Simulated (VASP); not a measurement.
# NaCa2H2 (P4/mmm) in VASP: single point with PBE

Aim: the single point of NaCa2H2 with PBE.

Everything below comes from runs of VASP 6.6.1. Logs are shortened: lines on timing, memory, paths and dates and some standing lists are left out, and cuts for length are marked.

### Step 1. The cell of the first run

It takes space group P4/mmm (No. 123, tetragonal). The conventional cell has a = 4.315 Å, b = 4.315 Å, c = 6.369 Å, α = 90.00°, β = 90.00°, γ = 90.00°. Within 1.3 Å of Na (site symmetry 4/mmm) lie 2 H at 0.95 Å. Ca (site symmetry mmm) has 2 Na at 2.16 Å and 4 H at 2.36 Å within 2.9 Å. H (site symmetry 4mm) has 1 Na at 0.95 Å within 1.3 Å.

### Step 2. Single point, PBE

INCAR reads:

```
PREC = Accurate
ENCUT = 520
EDIFF = 1E-7
ISMEAR = 0
SIGMA = 0.1
LREAL = F
LASPH = T
NELM = 80
ALGO = Normal
ISIF = 2
LWAVE = F
LCHARG = T
GGA = PE
LELF = T
LVHAR = T
NBANDS = 22
```

KPOINTS reads:

```
regular mesh
0
Gamma
  4 4 4
```

POSCAR reads:

```
NaCa2H2
1.0
    4.3147487500      0.0000000000      0.0000000000
    0.0000000000      4.3147487500      0.0000000000
    0.0000000000      0.0000000000      6.3688268500
Na Ca H
1 2 2
Direct
    0.0000000000      0.0000000000      0.0000000000
    0.0000000000      0.5000000000      0.0000000000
    0.5000000000      0.0000000000      0.0000000000
    0.0000000000      0.0000000000      0.1485385900
    0.0000000000      0.0000000000      0.8514614100
```

Potentials or basis: VASP PAW PBE potentials, release 64 (Na_pv, Ca_sv, H).

Run with:

```
> cat potpaw_PBE.64/Na_pv/POTCAR potpaw_PBE.64/Ca_sv/POTCAR potpaw_PBE.64/H/POTCAR > POTCAR
> mpirun -np 1 vasp_std > vasp.out
```

OUTCAR:

```text
PREC = Accurate
   ENCUT = 520
   EDIFF = 1E-7
   ISMEAR = 0
   LREAL = F
   LASPH = T
   NELM = 80
   ISIF = 2
   GGA = PE

 ion  position               nearest neighbor table
   1  0.000  0.000  0.000-   4 0.95   5 0.95   2 2.16   3 2.16   2 2.16   3 2.16
   2  0.000  0.500  0.000-   1 2.16   1 2.16   3 3.05   3 3.05   3 3.05   3 3.05
   3  0.500  0.000  0.000-   1 2.16   1 2.16   2 3.05   2 3.05   2 3.05   2 3.05
   4  0.000  0.000  0.149-   1 0.95
   5  0.000  0.000  0.851-   1 0.95

  LATTYP: Found a simple tetragonal cell.
 ALAT       =     4.3147487500
 C/A-ratio  =     1.4760597242

  Lattice vectors:

 A1 = (   4.3147487500,   0.0000000000,   0.0000000000)
 A2 = (   0.0000000000,   4.3147487500,   0.0000000000)
 A3 = (   0.0000000000,   0.0000000000,   6.3688268500)

Analysis of symmetry for initial positions (statically):
=====================================================================
 Subroutine PRICEL returns:
 Original cell was already a primitive cell.

 Routine SETGRP: Setting up the symmetry group for a
 simple tetragonal supercell.

 Subroutine GETGRP returns: Found 16 space group operations
 (whereof 16 operations were pure point group operations)
 out of a pool of 16 trial point group operations.

The static configuration has the point symmetry D_4h.

Analysis of symmetry for dynamics (positions and initial velocities):
=====================================================================
 Subroutine PRICEL returns:
 Original cell was already a primitive cell.

 Routine SETGRP: Setting up the symmetry group for a
 simple tetragonal supercell.

 Subroutine GETGRP returns: Found 16 space group operations
 (whereof 16 operations were pure point group operations)
 out of a pool of 16 trial point group operations.

The dynamic configuration has the point symmetry D_4h.

 Subroutine INISYM returns: Found 16 space group operations
 (whereof 16 operations are pure point group operations),
 and found     1 'primitive' translations

----------------------------------------------------------------------------------------

                                     Primitive cell

  volume of cell :     118.5688

  direct lattice vectors                    reciprocal lattice vectors
     4.314748750  0.000000000  0.000000000     0.231763205  0.000000000  0.000000000
     0.000000000  4.314748750  0.000000000     0.000000000  0.231763205  0.000000000
     0.000000000  0.000000000  6.368826850     0.000000000  0.000000000  0.157014788

  length of vectors
     4.314748750  4.314748750  6.368826850     0.231763205  0.231763205  0.157014788

  position of ions in fractional coordinates (direct lattice)
     0.000000000  0.000000000  0.000000000
     0.000000000  0.500000000  0.000000000
     0.500000000  0.000000000  0.000000000
     0.000000000  0.000000000  0.148538590
     0.000000000  0.000000000  0.851461410

  ion indices of the primitive-cell ions
   primitive index   ion index
                 1           1
                 2           2
                 3           3
                 4           4
                 5           5

----------------------------------------------------------------------------------------

 KPOINTS: regular mesh

Automatic generation of k-mesh.
 Grid dimensions read from file:
 generate k-points for:    4    4    4

 Generating k-lattice:

  Cartesian coordinates                     Fractional coordinates (reciprocal lattice)
     0.057940801  0.000000000  0.000000000     0.250000000  0.000000000  0.000000000
     0.000000000  0.057940801  0.000000000     0.000000000  0.250000000  0.000000000
     0.000000000  0.000000000  0.039253697     0.000000000  0.000000000  0.250000000

  Length of vectors
     0.057940801  0.057940801  0.039253697

  Shift w.r.t. Gamma in fractional coordinates (k-lattice)
     0.000000000  0.000000000  0.000000000

 Subroutine IBZKPT returns following result:
 ===========================================

 Found     18 irreducible k-points:

 Following reciprocal coordinates:
            Coordinates               Weight
  0.000000  0.000000  0.000000      1.000000
  0.250000  0.000000  0.000000      4.000000
  0.500000  0.000000  0.000000      2.000000
  0.250000  0.250000  0.000000      4.000000
  0.500000  0.250000  0.000000      4.000000
  0.500000  0.500000  0.000000      1.000000
[... 10 lines left out ...]
  0.500000  0.250000  0.500000      4.000000
  0.500000  0.500000  0.500000      1.000000
   k-points           NKPTS =     18   k-points in BZ     NKDIM =     18   number of bands    NBANDS=     22
   number of dos      NEDOS =    301   number of ions     NIONS =      5
   total plane-waves  NPLWV =  49152
   dimension x,y,z NGX =    32 NGY =   32 NGZ =   48
   dimension x,y,z NGXF=    64 NGYF=   64 NGZF=   96
   ions per type =               1   2   2
   NGX,Y,Z   is equivalent  to a cutoff of  12.33, 12.33, 12.53 a.u.
   NGXF,Y,Z  is equivalent  to a cutoff of  24.66, 24.66, 25.06 a.u.
 SYSTEM =  unknown system
   PREC   = accura    normal or accurate (medium, high low for compatibility)
   ISTART =      0    job   : 0-new  1-cont  2-samecut
   ICHARG =      2    charge: 1-file 2-atom 10-const
   ISPIN  =      1    spin polarized calculation?
   LNONCOLLINEAR =      F non collinear calculations
   LSORBIT =      F    spin-orbit coupling
   LASPH  =      T    aspherical Exc in radial PAW
   ENCUT  =  520.0 eV  38.22 Ry    6.18 a.u.   8.02  8.02 11.84*2*pi/ulx,y,z
   NELM   =     80;   NELMIN=  2; NELMDL= -5     # of ELM steps
   EDIFF  = 0.1E-06   stopping-criterion for ELM
   LREAL  =      F    real-space projection
   EDIFFG = 0.1E-05   stopping-criterion for IOM
   NSW    =      0    number of steps for IOM
   IBRION =     -1    ionic relax: 0-MD 1-quasi-New 2-CG
   NFREE  =      0    steps in history (QN), initial steepest desc. (CG)
   ISIF   =      2    stress and relaxation
   ISYM   =      2    0-nonsym 1-usesym 2-fastsym
   POTIM  = 0.5000    time-step for ionic-motion
   TEBEG  =    0.0;   TEEND  =   0.0 temperature during run
   PSTRESS=    0.0 pullay stress
   NELECT =      29.0000    total number of electrons
   NUPDOWN=      -1.0000    fix difference up-down
   EMIN   =  10.00;   EMAX   =-10.00  energy-range for DOS
   EFERMI =   0.00;   METHOD = LEGACY
   ISMEAR =     0;   SIGMA  =   0.10  broadening in eV -4-tet -1-fermi 0-gaus
   EFERMI_NEDOS =   21; number of points for ismear=-14 and -15
   IALGO  =     38    algorithm
   IMIX   =      4    mixing-type and parameters
     AMIX     =   0.40;   BMIX     =  1.00
     AMIX_MAG =   1.60;   BMIX_MAG =  1.00
  volume/ion in A,a.u.               =      23.71       160.03
  Fermi-wavevector in a.u.,A,eV,Ry     =   1.023805  1.934711 14.261316  1.048177
  Thomas-Fermi vector in A             =   2.157558
   LORBIT       =      0    0 simple, 1 ext, 2 COOP (PROOUT), +10 PAW based schemes
   GGA     = PE    functional components
   LHFCALC =     F    Hartree Fock is set to
   AEXX    =    0.0000 exact exchange contribution
   IVDW    =     0    specifies the selected vdW correction
   LEPSILON=     F    determine dielectric tensor
   LRPA    =     F    only Hartree local field effects (RPA)
 non-spin polarized calculation
 Gauss-broadening in eV      SIGMA  =   0.10
  energy-cutoff  :      520.00
  volume of cell :      118.57
 maximum number of plane-waves:      3240
   NGX = 17   NGY = 17   NGZ = 23

 number of electron      28.9999974 magnetization

 Free energy of the ion-electron system (eV)
  ---------------------------------------------------
  ext. energy  EPLUGINS =         0.00000000
  ---------------------------------------------------
  free energy    TOTEN  =        12.85655379 eV

  energy without entropy =       12.87498307  energy(sigma->0) =       12.86576843

 E-fermi :   1.5905     XC(G=0):  -6.6506

 val. band max:        1.5802549200   @ k =   0.2500   0.2500   0.0000
 cond. band min:       1.5958819643   @ k =   0.2500   0.2500   0.2500
 fundamental gap:      0.0156270443
 Fermi energy:         1.5904912520

 k-point     1 :       0.0000    0.0000    0.0000
  band No.  band energies     occupation
      1     -40.4366      2.00000
      2     -40.2554      2.00000
      3     -31.6097      2.00000
      4     -29.4226      2.00000
      5     -29.4226      2.00000
      6     -21.6137      2.00000
[... 14 lines left out ...]
     21       5.4941      0.00000
     22       5.4941      0.00000

 k-point     2 :       0.2500    0.0000    0.0000
  band No.  band energies     occupation
      1     -40.4237      2.00000
      2     -40.2935      2.00000
      3     -31.6079      2.00000
      4     -29.4193      2.00000
      5     -29.2490      2.00000
      6     -21.7833      2.00000
[... 14 lines left out ...]
     21       4.6409      0.00000
     22       4.9815      0.00000

 k-point     3 :       0.5000    0.0000    0.0000
  band No.  band energies     occupation
      1     -40.3968      2.00000
      2     -40.3455      2.00000
      3     -31.6060      2.00000
      4     -29.4160      2.00000
      5     -29.0658      2.00000
      6     -21.9951      2.00000
[... 14 lines left out ...]
     21       4.0439      0.00000
     22       4.3570      0.00000

 k-point     4 :       0.2500    0.2500    0.0000
  band No.  band energies     occupation
      1     -40.4159      2.00000
      2     -40.3260      2.00000
      3     -31.6061      2.00000
      4     -29.2501      2.00000
      5     -29.2423      2.00000
      6     -21.9460      2.00000
[... 14 lines left out ...]
     21       4.2232      0.00000
     22       4.7087      0.00000

 k-point     5 :       0.5000    0.2500    0.0000
  band No.  band energies     occupation
      1     -40.3959      2.00000
      2     -40.3704      2.00000
      3     -31.6043      2.00000
      4     -29.2434      2.00000
      5     -29.0635      2.00000
      6     -22.1570      2.00000
[... 14 lines left out ...]
     21       4.5584      0.00000
     22       4.8066      0.00000

 k-point     6 :       0.5000    0.5000    0.0000
  band No.  band energies     occupation
      1     -40.3950      2.00000
      2     -40.3950      2.00000
      3     -31.6024      2.00000
      4     -29.0611      2.00000
      5     -29.0611      2.00000
      6     -22.3640      2.00000
[... 14 lines left out ...]
     21       4.6753      0.00000
     22       5.4176      0.00000

 k-point     7 :       0.0000    0.0000    0.2500
  band No.  band energies     occupation
      1     -40.4366      2.00000
      2     -40.2554      2.00000
      3     -31.6097      2.00000
      4     -29.4226      2.00000
      5     -29.4226      2.00000
      6     -21.6137      2.00000
[... 174 lines left out ...]
      6     -21.7833      2.00000
[... 14 lines left out ...]
     21       4.7149      0.00000
     22       4.9616      0.00000

 k-point    15 :       0.5000    0.0000    0.5000
  band No.  band energies     occupation
      1     -40.3968      2.00000
      2     -40.3455      2.00000
      3     -31.6061      2.00000
      4     -29.4160      2.00000
      5     -29.0658      2.00000
      6     -21.9951      2.00000
[... 14 lines left out ...]
     21       4.1485      0.00000
     22       4.3230      0.00000

 k-point    16 :       0.2500    0.2500    0.5000
  band No.  band energies     occupation
      1     -40.4159      2.00000
      2     -40.3260      2.00000
      3     -31.6061      2.00000
      4     -29.2501      2.00000
      5     -29.2423      2.00000
      6     -21.9459      2.00000
[... 14 lines left out ...]
     21       4.4281      0.00000
     22       4.4378      0.00000

 k-point    17 :       0.5000    0.2500    0.5000
  band No.  band energies     occupation
      1     -40.3959      2.00000
      2     -40.3704      2.00000
      3     -31.6042      2.00000
      4     -29.2434      2.00000
      5     -29.0635      2.00000
      6     -22.1570      2.00000
[... 14 lines left out ...]
     21       4.3621      0.00000
     22       4.5758      0.00000

 k-point    18 :       0.5000    0.5000    0.5000
  band No.  band energies     occupation
      1     -40.3950      2.00000
      2     -40.3950      2.00000
      3     -31.6025      2.00000
      4     -29.0611      2.00000
      5     -29.0611      2.00000
      6     -22.3640      2.00000
[... 14 lines left out ...]
     21       4.5686      0.00000
     22       4.6768      0.00000

------------------------ aborting loop because EDIFF is reached ----------------------------------------

  FORCE on cell =-STRESS in cart. coord.  units (eV):
  Direction    XX          YY          ZZ          XY          YZ          ZX
  --------------------------------------------------------------------------------------
  -------------------------------------------------------------------------------------
  Total       20.5731816     20.5731816     51.5800044      0.0000000     -0.0000000      0.0000000
  in kB      277.9979401    277.9979401    696.9818869      0.0000000     -0.0000000      0.0000000
  external PRESSURE =     417.6592557 kB  Pullay stress =       0.0000000 kB

 VOLUME and BASIS-vectors are now :
 -----------------------------------------------------------------------------
  energy-cutoff  :      520.00
  volume of cell :      118.57
      direct lattice vectors                 reciprocal lattice vectors
     4.314748750  0.000000000  0.000000000     0.231763205  0.000000000  0.000000000
     0.000000000  4.314748750  0.000000000     0.000000000  0.231763205  0.000000000
     0.000000000  0.000000000  6.368826850     0.000000000  0.000000000  0.157014788

 POSITION                                       TOTAL-FORCE (eV/Angst)
 -----------------------------------------------------------------------------------
      0.00000      0.00000      0.00000         0.000000      0.000000      0.000000
      0.00000      2.15737      0.00000         0.000000      0.000000      0.000000
      2.15737      0.00000      0.00000         0.000000      0.000000      0.000000
      0.00000      0.00000      0.94602        -0.000000     -0.000000     27.352007
      0.00000      0.00000      5.42281         0.000000     -0.000000    -27.352007
 -----------------------------------------------------------------------------------
    total drift:                                0.000000      0.000000     -0.000000

  FREE ENERGIE OF THE ION-ELECTRON SYSTEM (eV)
  ---------------------------------------------------
  free  energy   TOTEN  =        12.8565537945 eV

  energy  without entropy=       12.8749830665  energy(sigma->0) =       12.86576843
```

It took 86 s on 1 thread of AMD EPYC 7R13, shared host; peak memory 0.2 GiB.

What came out:

| Property | Result |
| --- | --- |
| Free energy | 12.8566 eV |
| Pressure | 41.8 GPa |
| Largest force | 27.352 eV/Å |

Forces on the atoms (eV/Å):
```
Na    0.000   0.000   0.000
Ca    0.000   0.000   0.000
Ca    0.000   0.000   0.000
H     0.000   0.000  27.352
H     0.000   0.000 -27.352
```

Caveat: the k points lie up to 0.36 Å⁻¹ apart; forces of over 1 eV/Å act on the atoms, so gaps and moduli don't describe the material at rest.
